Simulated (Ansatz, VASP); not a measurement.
One calculation of Hf, two programs

Contents of INCAR:

```
PREC = Accurate ; ENCUT = 520
EDIFF = 1E-8 ; ISMEAR = -1
SIGMA = 0.05 ; LREAL = False
LASPH = True ; NELM = 100
ALGO = Normal ; ISIF = 2
LWAVE = False ; LCHARG = False
GGA = PE ; LEFG = True
NBANDS = 17
```

Contents of KPOINTS:

```
regular mesh
0
Gamma
  13 13 7
```

File POSCAR:

```
Hf
1.0
    3.1860071449      0.0000000000      0.0000000000
   -1.5930035725      2.7591631242      0.0000000000
    0.0000000000      0.0000000000      5.0408841546
Hf
2
Direct
    0.3333333333      0.6666666667      0.2500000000
    0.6666666667      0.3333333333      0.7500000000
```

Input for Ansatz:

```yaml
crystal:
  lattice:
    - [3.1860071449, 0.0, 0.0]
    - [-1.5930035725, 2.7591631242, 0.0]
    - [0.0, 0.0, 5.0408841546]
  atoms:
    - { symbol: Hf, position: [0.3333333333, 0.6666666667, 0.25] }
    - { symbol: Hf, position: [0.6666666667, 0.3333333333, 0.75] }
kpoints:
  mp_grid: { grid: [13, 13, 7] }
scf:
  occupations: { method: fermi_dirac, width: 0.05 }
hamiltonian:
  xc: pbe
  pseudopotentials: { kind: all_electron, datasets: crystal }
output:
  forces: true
  stress: true
  eigenvalues: true
  efg: { contact_densities: true }
```

Change from the starting cell: volume scaled by 0.99, crystal datasets.

Alike in both runs: task electric field gradients; functional PBE; k mesh 13 × 13 × 7; occupations fermi-dirac, width 0.05 eV; no spin polarisation.

|  | VASP | Ansatz |
| --- | --- | --- |
| version | VASP 6.6.1 | Ansatz 0.2.0 |
| potentials or method | VASP PAW PBE potentials, release 64 (Hf_pv), cutoff 520 eV | all-electron PAW with datasets made for the crystal, scalar-relativistic |

Ansatz gave:

* pressure (GPa): 1.9
* traceless stress, the component that is largest in VASP (GPa): -0.03
* size of Vzz on the site where it differs most (V/Å²): 93.4

Estimate VASP's values.

pressure (GPa): 1.5; traceless stress, the component that is largest in VASP (GPa): -0.11; size of Vzz on the site where it differs most (V/Å²): 84.4.

Ansatz ran all-electron here, and VASP with PAW potentials.

Spin-orbit coupling is off throughout.
